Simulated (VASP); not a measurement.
A run of VASP 6.6.1:

INCAR

```
PREC = Accurate
ENCUT = 620
EDIFF = 1E-7
ISMEAR = 0
SIGMA = 0.1
LREAL = False
LASPH = True
NELM = 120
ALGO = Normal
ISIF = 3
LWAVE = False
LCHARG = False
GGA = PE
IBRION = 2
NSW = 100
EDIFFG = -0.01
GGA_COMPAT = False
NELMIN = 4
```

The input KPOINTS:

```
regular mesh
0
Gamma
  18 18 4
```

File POSCAR:

```
H2Rh
1.0
    2.7052491462      0.0000000000      0.0000000000
   -1.3526245731      2.3428144842      0.0000000000
    0.0000000000      0.0000000000      9.5822574962
H Rh
4 2
Direct
    0.3333333333      0.6666666667      0.6473247628
    0.6666666667      0.3333333333      0.1473247628
    0.3333333333      0.6666666667      0.8526752372
    0.6666666667      0.3333333333      0.3526752372
    0.3333333333      0.6666666667      0.2500000000
    0.6666666667      0.3333333333      0.7500000000
```

Potentials or basis: VASP PAW PBE potentials, release 64 (H, Rh_sv_GW).

The run is started by

```bash
$ cat potpaw_PBE.64/H/POTCAR potpaw_PBE.64/Rh_sv_GW/POTCAR > POTCAR
$ mpirun -np 1 vasp_std > vasp.out
```

Hardware: 1 thread of Intel(R) Xeon(R) 6975P-C (Granite Rapids), with other jobs on the host.

Question: How long does it take, and how much memory?

Answer: Wall time 4.4 min on 1 thread of Intel(R) Xeon(R) 6975P-C (Granite Rapids), on a shared host, peak memory 0.38 GiB. Counts: scf iterations 39, k points 111, ion steps 4.
